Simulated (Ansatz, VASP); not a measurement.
Nb3C4: VASP beside Ansatz

```xyz
7
Lattice="4.3897 0.0000 0.0000 0.0000 4.3897 0.0000 0.0000 0.0000 4.3897" Properties=species:S:1:pos:R:3 pbc="T T T"
Nb    0.0000    2.1949    2.1949
Nb    2.1949    0.0000    2.1949
Nb    2.1949    2.1949    0.0000
C     2.1949    0.0000    0.0000
C     0.0000    2.1949    0.0000
C     0.0000    0.0000    2.1949
C     0.0000    0.0000    0.0000
```

Alike in both runs: functional PBE; k mesh 4 × 4 × 4; occupations gaussian, width 0.1 eV; no spin polarisation.

Ansatz relaxed the structure, and its values are those at the end. VASP's run is a single point on that final structure, the one shown.

```csv
,VASP,Ansatz
version,VASP 6.6.1,Ansatz 0.2.0
potentials or method,"VASP PAW PBE potentials, release 64 (Nb_sv, C), cutoff 520 eV","scalar-relativistic, plane waves, PAW"
valence electrons in the cell,55,55
```

Ansatz gave:

| Item | Value |
| --- | --- |
| gap on the k mesh at the Fermi level (eV) | none |
| pressure (GPa) | 0.3 |

Problem. Estimate VASP's values.

Solution. gap on the k mesh at the Fermi level (eV): none; pressure (GPa): 0.0.

A gap of «none» marks a metal or a gap that the smearing closes.
